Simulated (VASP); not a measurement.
Set up this calculation in VASP 6.6.1, as the native input.

| Quantity | Value |
| --- | --- |
| Task | single point |
| Functional | r2SCANh |
| Potentials or basis | VASP PAW PBE potentials, release 64 (Re) |
| Cutoff | 520 eV |
| k mesh | 6 × 6 × 3 |
| Occupations | fermi-dirac, width 0.05 eV |
| Spin | no spin polarisation |
| Dipole correction | no |
| Grid for exact exchange (PRECFOCK) | Normal |
| Further INCAR settings | ALGO = Normal; EDIFF = 1e-07; NBANDS = 14 |
| Share of exact exchange | 0.1 |

Re:

```
Re
1.0
     2.76080    0.00000    0.00000
    -1.38040    2.39092    0.00000
     0.00000    0.00000    4.45820
Re
2
Cartesian
  1.3804 0.7970 3.3436
  0.0000 1.5939 1.1145
```

The input as run:

POSCAR

```
Re
1.0
    2.7608000000      0.0000000000      0.0000000000
   -1.3804000000      2.3909229348      0.0000000000
    0.0000000000      0.0000000000      4.4582000000
Re
2
Direct
    0.6666666667      0.3333333333      0.7500000000
    0.3333333333      0.6666666667      0.2500000000
```

INCAR.step1

```
PREC = Accurate ; ENCUT = 520
EDIFF = 1E-5 ; ISMEAR = -1
SIGMA = 0.05 ; LREAL = False
LASPH = True ; NELM = 100
ALGO = Normal ; ISIF = 2
LWAVE = True ; NBANDS = 14
GGA = PE
```

INCAR.step2

```
PREC = Accurate ; ENCUT = 520
EDIFF = 1E-7 ; ISMEAR = -1
SIGMA = 0.05 ; LREAL = False
LASPH = True ; NELM = 100
ALGO = Normal ; ISIF = 2
LWAVE = False ; LCHARG = True
METAGGA = R2SCAN ; LHFCALC = True
AEXX = 0.1 ; LMIXTAU = True
PRECFOCK = Normal ; LELF = True
LVHAR = True ; NBANDS = 14
ISTART = 1
```

KPOINTS

```
Automatic mesh
0
Gamma
  6 6 3
```

Potentials or basis: VASP PAW PBE potentials, release 64 (Re).

Launch:

```console
$ cat potpaw_PBE.64/Re/POTCAR > POTCAR
$ cp INCAR.step1 INCAR
$ mpirun -np 1 vasp_std > vasp.out
$ cp INCAR.step2 INCAR
$ mpirun -np 1 vasp_std > vasp.out
```

It gave:

| Quantity | Value |
| --- | --- |
| Pressure | -5.6 GPa |
| Band gap on the k mesh | zero (bands 7 and 8 overlap by 3.36 eV) |

Caveat: the k points lie up to 0.47 Å⁻¹ apart, too coarse for converged energies and pressures of a metal; the PAW data sets were made with another functional, which shifts forces and pressure a little; spin-orbit coupling is left out, which moves the levels of the heavy elements.

Wall time 16 min on 1 thread of Intel(R) Xeon(R) Platinum 8488C (Sapphire Rapids), with other jobs on the host, peak memory 0.17 GiB.
